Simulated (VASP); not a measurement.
# LiCl (Immm) in VASP: notebook

Runs on LiCl. Level: LDA. Tasks: single point.

Program: VASP 6.6.1. These are calculated values, not measurements. Logs are shortened: lines on timing, memory, paths and dates and some standing lists are left out, and cuts for length are marked.

## Step 1: The cell of the first run

It takes space group Immm (No. 71, orthorhombic). Conventional cell: a = 3.609 Å, b = 3.645 Å, c = 5.130 Å, α = 90.00°, β = 90.00°, γ = 90.00°. Within 3.4 Å of Li (site symmetry mmm) lie 6 Cl at 2.56 Å. Cl (site symmetry mmm) has 6 Li at 2.56 Å within 3.4 Å.

## Step 2: Single point, LDA (strain +0.0100 x Voigt [0, 0, 0, 0, 1, 0])

The input, INCAR:

```
SYSTEM = LiCl
ALGO = Normal
EDIFF = 1E-6
ENCUT = 520
GGA = CA
ISIF = 2
ISMEAR = 0
LASPH = .True.
LCHARG = .True.
LELF = .True.
LREAL = .False.
LVHAR = .True.
LWAVE = .False.
NBANDS = 12
NELM = 80
PREC = Accurate
SIGMA = 0.05
```

The input, KPOINTS:

```
k-points
0
Gamma
  8 8 8
  0 0 0
```

The input, POSCAR:

```
LiCl
1.0
    0.0128238000      2.5647600000      2.5647600000
    2.5775838000      0.0000000000      2.5775838000
    2.5647600000      2.5647600000      0.0128238000
Li Cl
1 1
Direct
    0.0000000000      0.0000000000      0.0000000000
    0.5000000000      0.5000000000      0.5000000000
```

Potentials or basis: VASP PAW LDA potentials, release 64 (Li_sv, Cl).

On the command line:

```
$ cat potpaw_LDA.64/Li_sv/POTCAR potpaw_LDA.64/Cl/POTCAR > POTCAR
$ mpirun -np 1 vasp_std > vasp.out
```

OUTCAR:

```text
SYSTEM = LiCl
   EDIFF = 1E-6
   ENCUT = 520
   GGA = CA
   ISIF = 2
   ISMEAR = 0
   LASPH = .True.
   LREAL = .False.
   NELM = 80
   PREC = Accurate

 ion  position               nearest neighbor table
   1  0.000  0.000  0.000-   2 2.56   2 2.56   2 2.56   2 2.56   2 2.56   2 2.56
   2  0.500  0.500  0.500-   1 2.56   1 2.56   1 2.56   1 2.56   1 2.56   1 2.56

  LATTYP: Found a body centered orthorhombic cell.
 ALAT       =     3.6089827844
 B/A-ratio  =     1.0100502513
 C/A-ratio  =     1.4213201632

  Lattice vectors:

 A1 = (   0.0128238000,  -2.5647600000,   2.5647600000)
 A2 = (  -0.0128238000,  -2.5647600000,  -2.5647600000)
 A3 = (   2.5647600000,   2.5647600000,   0.0128238000)

Analysis of symmetry for initial positions (statically):
=====================================================================
 Subroutine PRICEL returns:
 Original cell was already a primitive cell.

 Routine SETGRP: Setting up the symmetry group for a
 body centered orthorhombic supercell.

 Subroutine GETGRP returns: Found  8 space group operations
 (whereof  8 operations were pure point group operations)
 out of a pool of  8 trial point group operations.

The static configuration has the point symmetry D_2h.

Analysis of symmetry for dynamics (positions and initial velocities):
=====================================================================
 Subroutine PRICEL returns:
 Original cell was already a primitive cell.

 Routine SETGRP: Setting up the symmetry group for a
 body centered orthorhombic supercell.

 Subroutine GETGRP returns: Found  8 space group operations
 (whereof  8 operations were pure point group operations)
 out of a pool of  8 trial point group operations.

The dynamic configuration has the point symmetry D_2h.

 Subroutine INISYM returns: Found  8 space group operations
 (whereof  8 operations are pure point group operations),
 and found     1 'primitive' translations

----------------------------------------------------------------------------------------

                                     Primitive cell

  volume of cell :      33.7411

  direct lattice vectors                    reciprocal lattice vectors
     0.012823800  2.564760000  2.564760000    -0.195929663  0.194950015  0.195929663
     2.577583800  0.000000000  2.577583800     0.193980114 -0.194950015  0.193980114
     2.564760000  2.564760000  0.012823800     0.195929663  0.194950015 -0.195929663

  length of vectors
     3.627141046  3.645253968  3.627141046     0.338795475  0.336544318  0.338795475

  position of ions in fractional coordinates (direct lattice)
     0.000000000  0.000000000  0.000000000
     0.500000000  0.500000000  0.500000000

  ion indices of the primitive-cell ions
   primitive index   ion index
                 1           1
                 2           2

----------------------------------------------------------------------------------------

 KPOINTS: k-points

Automatic generation of k-mesh.
 Grid dimensions read from file:
 generate k-points for:    8    8    8

 Generating k-lattice:

  Cartesian coordinates                     Fractional coordinates (reciprocal lattice)
    -0.024491208  0.024368752  0.024491208     0.125000000  0.000000000  0.000000000
     0.024247514 -0.024368752  0.024247514    -0.000000000  0.125000000 -0.000000000
     0.024491208  0.024368752 -0.024491208     0.000000000  0.000000000  0.125000000

  Length of vectors
     0.042349434  0.042068040  0.042349434

  Shift w.r.t. Gamma in fractional coordinates (k-lattice)
     0.000000000  0.000000000  0.000000000

 Subroutine IBZKPT returns following result:
 ===========================================

 Found     95 irreducible k-points:

 Following reciprocal coordinates:
            Coordinates               Weight
  0.000000  0.000000  0.000000      1.000000
  0.125000  0.000000  0.000000      4.000000
  0.250000  0.000000  0.000000      4.000000
  0.375000  0.000000  0.000000      4.000000
  0.500000  0.000000  0.000000      2.000000
  0.000000  0.125000 -0.000000      4.000000
[... 16 lines left out ...]
  0.125000  0.375000  0.000000      8.000000
  0.250000  0.375000  0.000000      8.000000
 [... further k-points ...]
   k-points           NKPTS =     95   k-points in BZ     NKDIM =     95   number of bands    NBANDS=     12
   number of dos      NEDOS =    301   number of ions     NIONS =      2
   total plane-waves  NPLWV =  21952
   dimension x,y,z NGX =    28 NGY =   28 NGZ =   28
   dimension x,y,z NGXF=    56 NGYF=   56 NGZF=   56
   ions per type =               1   1
   NGX,Y,Z   is equivalent  to a cutoff of  12.83, 12.77, 12.83 a.u.
   NGXF,Y,Z  is equivalent  to a cutoff of  25.67, 25.54, 25.67 a.u.
 SYSTEM =  LiCl
   PREC   = accura    normal or accurate (medium, high low for compatibility)
   ISTART =      0    job   : 0-new  1-cont  2-samecut
   ICHARG =      2    charge: 1-file 2-atom 10-const
   ISPIN  =      1    spin polarized calculation?
   LNONCOLLINEAR =      F non collinear calculations
   LSORBIT =      F    spin-orbit coupling
   LASPH  =      T    aspherical Exc in radial PAW
   ENCUT  =  520.0 eV  38.22 Ry    6.18 a.u.   6.74  6.78  6.74*2*pi/ulx,y,z
   NELM   =     80;   NELMIN=  2; NELMDL= -5     # of ELM steps
   EDIFF  = 0.1E-05   stopping-criterion for ELM
   LREAL  =      F    real-space projection
   EDIFFG = 0.1E-04   stopping-criterion for IOM
   NSW    =      0    number of steps for IOM
   IBRION =     -1    ionic relax: 0-MD 1-quasi-New 2-CG
   NFREE  =      0    steps in history (QN), initial steepest desc. (CG)
   ISIF   =      2    stress and relaxation
   ISYM   =      2    0-nonsym 1-usesym 2-fastsym
   POTIM  = 0.5000    time-step for ionic-motion
   TEBEG  =    0.0;   TEEND  =   0.0 temperature during run
   PSTRESS=    0.0 pullay stress
   NELECT =      10.0000    total number of electrons
   NUPDOWN=      -1.0000    fix difference up-down
   EMIN   =  10.00;   EMAX   =-10.00  energy-range for DOS
   EFERMI =   0.00;   METHOD = LEGACY
   ISMEAR =     0;   SIGMA  =   0.05  broadening in eV -4-tet -1-fermi 0-gaus
   EFERMI_NEDOS =   21; number of points for ismear=-14 and -15
   IALGO  =     38    algorithm
   IMIX   =      4    mixing-type and parameters
     AMIX     =   0.40;   BMIX     =  1.00
     AMIX_MAG =   1.60;   BMIX_MAG =  1.00
  volume/ion in A,a.u.               =      16.87       113.85
  Fermi-wavevector in a.u.,A,eV,Ry     =   1.091495  2.062626 16.209453  1.191361
  Thomas-Fermi vector in A             =   2.227741
   LORBIT       =      0    0 simple, 1 ext, 2 COOP (PROOUT), +10 PAW based schemes
   GGA     = CA    functional components
   LHFCALC =     F    Hartree Fock is set to
   AEXX    =    0.0000 exact exchange contribution
   IVDW    =     0    specifies the selected vdW correction
   LEPSILON=     F    determine dielectric tensor
   LRPA    =     F    only Hartree local field effects (RPA)
 non-spin polarized calculation
 Gauss-broadening in eV      SIGMA  =   0.05
  energy-cutoff  :      520.00
  volume of cell :       33.74
 maximum number of plane-waves:       934
   NGX = 13   NGY = 13   NGZ = 13

 number of electron      10.0000004 magnetization

 Free energy of the ion-electron system (eV)
  ---------------------------------------------------
  ext. energy  EPLUGINS =         0.00000000
  ---------------------------------------------------
  free energy    TOTEN  =        -8.06181506 eV

  energy without entropy =       -8.06181506  energy(sigma->0) =       -8.06181506

 E-fermi :   0.6831     XC(G=0):  -9.1650

 val. band max:        0.4840886445   @ k =   0.0000   0.0000   0.0000
 cond. band min:       6.4573528742   @ k =   0.0000   0.0000   0.0000
 fundamental gap:      5.9732642297
 Fermi energy:         0.6830644220

 k-point     1 :       0.0000    0.0000    0.0000
  band No.  band energies     occupation
      1     -42.0163      2.00000
      2     -12.8726      2.00000
      3       0.4232      2.00000
      4       0.4531      2.00000
      5       0.4841      2.00000
      6       6.4574      0.00000
      7      12.1055      0.00000
      8      12.1897      0.00000
      9      12.2736      0.00000
     10      14.5447      0.00000
     11      14.5609      0.00000
     12      14.5826      0.00000

 k-point     2 :       0.1250    0.0000    0.0000
  band No.  band energies     occupation
      1     -42.0158      2.00000
      2     -12.7939      2.00000
      3      -0.0772      2.00000
      4       0.3819      2.00000
      5       0.4194      2.00000
      6       6.9227      0.00000
      7      11.3913      0.00000
      8      11.9889      0.00000
      9      12.0722      0.00000
     10      13.2702      0.00000
     11      13.3303      0.00000
     12      15.0415      0.00000

 k-point     3 :       0.2500    0.0000    0.0000
  band No.  band energies     occupation
      1     -42.0146      2.00000
      2     -12.5927      2.00000
      3      -1.1679      2.00000
      4       0.2878      2.00000
      5       0.3185      2.00000
      6       7.3299      0.00000
      7      10.8144      0.00000
      8      10.8707      0.00000
      9      11.1964      0.00000
     10      14.1564      0.00000
     11      14.2640      0.00000
     12      15.6141      0.00000

 k-point     4 :       0.3750    0.0000    0.0000
  band No.  band energies     occupation
      1     -42.0135      2.00000
      2     -12.3731      2.00000
      3      -2.0865      2.00000
      4       0.2013      2.00000
      5       0.2257      2.00000
      6       7.0332      0.00000
      7       9.9109      0.00000
      8       9.9724      0.00000
      9      12.3709      0.00000
     10      15.9834      0.00000
     11      16.1022      0.00000
     12      16.3056      0.00000

 k-point     5 :       0.5000    0.0000    0.0000
  band No.  band energies     occupation
      1     -42.0130      2.00000
      2     -12.2758      2.00000
      3      -2.4386      2.00000
      4       0.1675      2.00000
      5       0.1893      2.00000
      6       6.8404      0.00000
      7       9.5985      0.00000
      8       9.6626      0.00000
      9      13.1599      0.00000
     10      16.9535      0.00000
     11      17.5090      0.00000
     12      17.6304      0.00000
[... 228 lines left out ...]
      1     -42.0140      2.00000
      2     -12.4691      2.00000
      3      -1.5146      2.00000
      4      -0.2316      2.00000
      5       0.3508      2.00000
      6       7.8101      0.00000
      7      10.3979      0.00000
      8      10.4318      0.00000
      9      11.1903      0.00000
     10      13.9513      0.00000
     11      15.9968      0.00000
     12      16.7501      0.00000

 k-point    22 :       0.0000    0.3750    0.0000
  band No.  band energies     occupation
      1     -42.0136      2.00000
      2     -12.3877      2.00000
      3      -2.1007      2.00000
      4       0.2308      2.00000
      5       0.2563      2.00000
      6       7.0735      0.00000
      7       9.9759      0.00000
      8      10.0381      0.00000
      9      12.2993      0.00000
     10      15.9734      0.00000
     11      16.1007      0.00000
     12      16.3519      0.00000

 k-point    23 :       0.1250    0.3750    0.0000
  band No.  band energies     occupation
      1     -42.0136      2.00000
      2     -12.3972      2.00000
      3      -1.8118      2.00000
      4      -0.0149      2.00000
      5       0.0195      2.00000
      6       7.8216      0.00000
      7       9.7789      0.00000
      8      10.8634      0.00000
      9      11.2533      0.00000
     10      14.3945      0.00000
     11      16.6427      0.00000
     12      17.2118      0.00000

 k-point    24 :       0.2500    0.3750    0.0000
  band No.  band energies     occupation
      1     -42.0133      2.00000
      2     -12.3118      2.00000
      3      -1.7323      2.00000
      4      -0.4489      2.00000
      5      -0.3053      2.00000
      6       8.7161      0.00000
      7       9.5144      0.00000
      8      10.1482      0.00000
      9      12.3584      0.00000
     10      13.5972      0.00000
     11      17.0978      0.00000
     12      18.7343      0.00000

 [... further k-points ...]
[... 5 lines left out ...]
  --------------------------------------------------------------------------------------
  -------------------------------------------------------------------------------------
  Total       -0.6957640     -0.6967194     -0.6957640      0.0000000      0.0000000     -0.0499942
  in kB      -33.0379575    -33.0833237    -33.0379575      0.0000000      0.0000000     -2.3739449
  external PRESSURE =     -33.0530796 kB  Pullay stress =       0.0000000 kB

 VOLUME and BASIS-vectors are now :
 -----------------------------------------------------------------------------
  energy-cutoff  :      520.00
  volume of cell :       33.74
      direct lattice vectors                 reciprocal lattice vectors
     0.012823800  2.564760000  2.564760000    -0.195929663  0.194950015  0.195929663
     2.577583800  0.000000000  2.577583800     0.193980114 -0.194950015  0.193980114
     2.564760000  2.564760000  0.012823800     0.195929663  0.194950015 -0.195929663

 POSITION                                       TOTAL-FORCE (eV/Angst)
 -----------------------------------------------------------------------------------
      0.00000      0.00000      0.00000        -0.000000     -0.000000     -0.000000
      2.57758      2.56476      2.57758         0.000000      0.000000      0.000000
 -----------------------------------------------------------------------------------
    total drift:                                0.000000      0.000000      0.000000

  FREE ENERGIE OF THE ION-ELECTRON SYSTEM (eV)
  ---------------------------------------------------
  free  energy   TOTEN  =        -8.0618150633 eV

  energy  without entropy=       -8.0618150633  energy(sigma->0) =       -8.06181506
```

Run time: 16 s. Hardware: 1 thread of Intel Xeon Platinum 8488C (Sapphire Rapids), shared host; peak memory 0.15 GiB.

What came out:

* Free energy: -8.0618 eV
* Band gap on the k mesh: 5.97 eV, direct

Caveat: the cell differs from its parent crystal (strain +0.0100 x Voigt [0, 0, 0, 0, 1, 0]); the cutoff is under 1.25 times the usual one of these potentials, so pressure, stress and relaxed cells hold a basis-set (Pulay) error.

## Step 3: Single point, LDA (strain +0.0350 x Voigt [0, 0, 0, 0, 1, 0])

The input, INCAR:

```
PREC = Accurate
ENCUT = 520
EDIFF = 1E-7
ISMEAR = 0
SIGMA = 0.05
LREAL = False
LASPH = True
NELM = 60
ALGO = Normal
ISIF = 2
LWAVE = False
LCHARG = True
LELF = True
LVHAR = True
NBANDS = 12
```

The input, KPOINTS:

```
regular mesh
0
Gamma
  8 8 8
```

The input, POSCAR:

```
LiCl
1.0
    0.0448833000      2.5647600000      2.5647600000
    2.6096433000      0.0000000000      2.6096433000
    2.5647600000      2.5647600000      0.0448833000
Li Cl
1 1
Direct
    0.0000000000      0.0000000000      0.0000000000
    0.5000000000      0.5000000000      0.5000000000
```

Potentials or basis: VASP PAW LDA potentials, release 64 (Li_sv, Cl).

On the command line:

```
$ cat potpaw_LDA.64/Li_sv/POTCAR potpaw_LDA.64/Cl/POTCAR > POTCAR
$ mpirun -np 1 vasp_std > vasp.out
```

Run time: 20 s. Hardware: 1 thread of Intel Xeon Platinum 8488C (Sapphire Rapids), shared host; peak memory 0.15 GiB.

The run converged. Its results:

```yaml
Free_energy: -8.0592 eV
Band_gap_on_the_k_mesh: 5.89 eV, direct
```

Levels at points of the mesh, in eV from the valence-band top:
```tsv
k point	band 1	band 2	band 3	band 4	band 5	band 6	band 7	band 8	band 9	band 10
(0.00, 0.00, 0.00)	-42.58	-13.44	-0.21	-0.11	0.00	5.89	11.34	11.63	11.93	13.94
(0.50, 0.00, 0.00)	-42.58	-12.82	-2.99	-0.46	-0.39	6.21	8.88	9.10	12.69	16.32
(0.00, 0.50, 0.00)	-42.58	-12.88	-3.03	-0.36	-0.27	6.38	9.12	9.35	12.41	16.52
(0.50, 0.50, 0.00)	-42.58	-12.59	-3.11	-1.25	-1.25	7.53	7.89	11.94	13.61	13.64
(0.50, 0.00, 0.50)	-42.58	-12.59	-3.11	-1.41	-1.09	7.45	7.98	11.98	13.54	13.70
```

Caveat: the cell differs from its parent crystal (strain +0.0350 x Voigt [0, 0, 0, 0, 1, 0]); the cutoff is under 1.25 times the usual one of these potentials, so pressure, stress and relaxed cells hold a basis-set (Pulay) error. A k mesh can miss the band edges.
